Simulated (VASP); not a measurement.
SiO2 (Cristobalite):

```
Si O
1.0
     4.98770    0.00000    0.00000
     0.00000    4.98770    0.00000
     0.00000    0.00000    6.96970
Si O
4 8
Direct
  0.30337 0.30337 0.00000
  0.19663 0.80337 0.25000
  0.69663 0.69663 0.50000
  0.80337 0.19663 0.75000
  0.23756 0.11287 0.18327
  0.38713 0.73756 0.43327
  0.76244 0.88713 0.68327
  0.61287 0.26244 0.93327
  0.73756 0.38713 0.56673
  0.88713 0.76244 0.31673
  0.26244 0.61287 0.06673
  0.11287 0.23756 0.81673
```

Base run:

```yaml
Program: VASP 6.6.1
Functional: PBE
Potentials_or_basis: VASP PAW PBE potentials, release 64 (Si, O)
Cutoff: 520 eV
k_mesh: 5 × 5 × 4
Occupations: fermi-dirac, width 0.02 eV
Spin: no spin polarisation
```

Its results: band gap on the k mesh 5.61 eV, direct; pressure 1.1 GPa; largest force 0.027 eV/Å.

**Question.** The run is repeated on the same cell with these changes: functional from PBE to r2SCAN; further incar settings from ALGO = Normal; EDIFF = 1e-07; NBANDS = 44 to ALGO = Normal; EDIFF = 1e-08; NBANDS = 44. What comes out?

**Answer.** Band gap on the k mesh 6.24 eV, direct; pressure -3.5 GPa; largest force 0.286 eV/Å.

Caveats: the PAW data sets were made with another functional, which shifts forces and pressure a little (some runs).

A k mesh can miss the band edges.
